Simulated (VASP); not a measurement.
Here is a VASP 6.6.1 calculation.

File INCAR:

```
PREC = Accurate
ENCUT = 520
EDIFF = 1E-7
ISMEAR = 0
SIGMA = 0.1
LREAL = F
LASPH = T
NELM = 100
ALGO = Fast
ISIF = 2
LWAVE = F
LCHARG = F
GGA = PS
NBANDS = 18
```

Contents of KPOINTS:

```
regular mesh
0
Gamma
  14 14 14
```

Contents of POSCAR:

```
ZnAu
1.0
    3.0313777803      0.0000000000      0.0000000000
    0.0000000000      3.0313777803      0.0000000000
    0.0000000000      0.0000000000      3.0313777803
Zn Au
1 1
Direct
    0.5000000000      0.5000000000      0.5000000000
    0.0000000000      0.0000000000      0.0000000000
```

Potentials or basis: VASP PAW PBE potentials, release 64 (Zn, Au).

Run with:

```console
$ cat potpaw_PBE.64/Zn/POTCAR potpaw_PBE.64/Au/POTCAR > POTCAR
$ mpirun -np 1 vasp_std > vasp.out
```

Problem. What does it give for the pressure?

Solution. 17.6 GPa.

Problem. What does it give for the band gap on the k mesh?

Solution. Zero (an odd number of electrons rules out a gap without spin polarisation).

Caveat: the cell stands under pressure; the PAW data sets were made with another functional, which shifts forces and pressure a little; spin-orbit coupling is left out, which moves the levels of the heavy elements.
